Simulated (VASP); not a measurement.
A run of VASP 6.6.1 is set up as follows.

File INCAR:

```
PREC     = Accurate       # precision mode
ENCUT    = 520            # plane-wave cutoff, eV
EDIFF    = 1E-6           # SCF threshold, eV
ISMEAR   = 0              # smearing method
SIGMA    = 0.05           # smearing width, eV
LREAL    = F              # projectors in reciprocal space
LASPH    = T              # aspherical terms in the spheres
NELM     = 100            # most SCF steps
ALGO     = Normal         # electronic algorithm
ISIF     = 2              # what is computed and relaxed
LWAVE    = F              # write WAVECAR
LCHARG   = F              # write CHGCAR
GGA      = PE             # functional
NBANDS   = 25             # bands
```

KPOINTS

```
regular mesh
0
Gamma
  6 6 10
```

The input POSCAR:

```
SiO2
1.0
    4.3899201528      0.0000000000      0.0000000000
    0.0000000000      4.3899201528      0.0000000000
    0.0000000000      0.0000000000      2.7046298061
Si O
2 4
Direct
    0.5000000000      0.5000000000      0.5000000000
    0.0000000000      0.0000000000      0.0000000000
    0.6930127928      0.6930127928      0.0000000000
    0.1930127928      0.8069872072      0.5000000000
    0.3069872072      0.3069872072      0.0000000000
    0.8069872072      0.1930127928      0.5000000000
```

Potentials or basis: VASP PAW PBE potentials, release 64 (Si, O).

The run is started by

```console
$ cat potpaw_PBE.64/Si/POTCAR potpaw_PBE.64/O/POTCAR > POTCAR
$ mpirun -np 1 vasp_std > vasp.out
```

**Question.** Estimate the pressure.

**Answer.** -17.9 GPa.

**Question.** Predict the largest force.

**Answer.** 0.760 eV/Å.

Forces in eV/Å, atoms in the order of the input:
```
Si   0.000  0.000  0.000
Si   0.000  0.000  0.000
O   -0.537 -0.537  0.000
O   -0.537  0.537  0.000
O    0.537  0.537  0.000
O    0.537 -0.537  0.000
```

Caveat: the cell stands under tension.
